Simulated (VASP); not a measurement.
The system is Si2Ni (fluorite type).

```
Ni Si
1.0
     0.00000    2.65868    2.65868
     2.65868    0.00000    2.65868
     2.65868    2.65868    0.00000
Ni Si
1 2
Direct
  0.00000 0.00000 0.00000
  0.25000 0.25000 0.25000
  0.75000 0.75000 0.75000
```

| Item | Value |
| --- | --- |
| Program | VASP 6.6.1 |
| Task | relaxation of cell and atoms |
| Functional | PBE |
| Potentials or basis | VASP PAW PBE potentials, release 64 (Ni, Si) |
| Cutoff | 600 eV |
| k mesh | 11 × 11 × 11 |
| Occupations | fermi-dirac, width 0.1 eV |
| Spin | no spin polarisation |

At the start: pressure 12.1 GPa; volume 12.53 Å³/atom.

Task: Where does the relaxation end?

Result: Over 11 steps the energy falls by 32.5 meV/atom and the volume is 13.44 Å³/atom (+7.3 %); space group Fm-3m (No. 225, to 0.1 Å) before and after.

The path:
| step | energy change (eV) | largest force (eV/Å) | pressure (GPa) | volume (Å³) |
| --- | --- | --- | --- | --- |
| 1 | 0.0000 | 0.0000 | 12.05 | 37.59 |
| 2 | -0.0311 | 0.0000 | -7.66 | 42.95 |
| 3 | -0.0974 | 0.0000 | -0.09 | 40.37 |
| 4 | -0.0974 | 0.0000 | 0.15 | 40.32 |
| 5 | -0.0974 | 0.0000 | 0.14 | 40.32 |
| 6 | -0.0974 | 0.0000 | 0.15 | 40.32 |
| 7 | -0.0974 | 0.0000 | 0.11 | 40.32 |
| 8 | -0.0974 | 0.0000 | 0.11 | 40.32 |
| 9 | -0.0974 | 0.0000 | 0.10 | 40.32 |
| 10 | -0.0974 | 0.0000 | 0.07 | 40.32 |
| 11 | -0.0974 | 0.0000 | 0.00 | 40.32 |

Final structure:
```yaml
crystal:
  lattice:
    - [0.00000, 2.72163, 2.72163]
    - [2.72163, 0.00000, 2.72163]
    - [2.72163, 2.72163, 0.00000]
  atoms:
    - { symbol: Ni, position: [0.00000, 0.00000, 0.00000] }
    - { symbol: Si, position: [0.25000, 0.25000, 0.25000] }
    - { symbol: Si, position: [0.75000, 0.75000, 0.75000] }
```
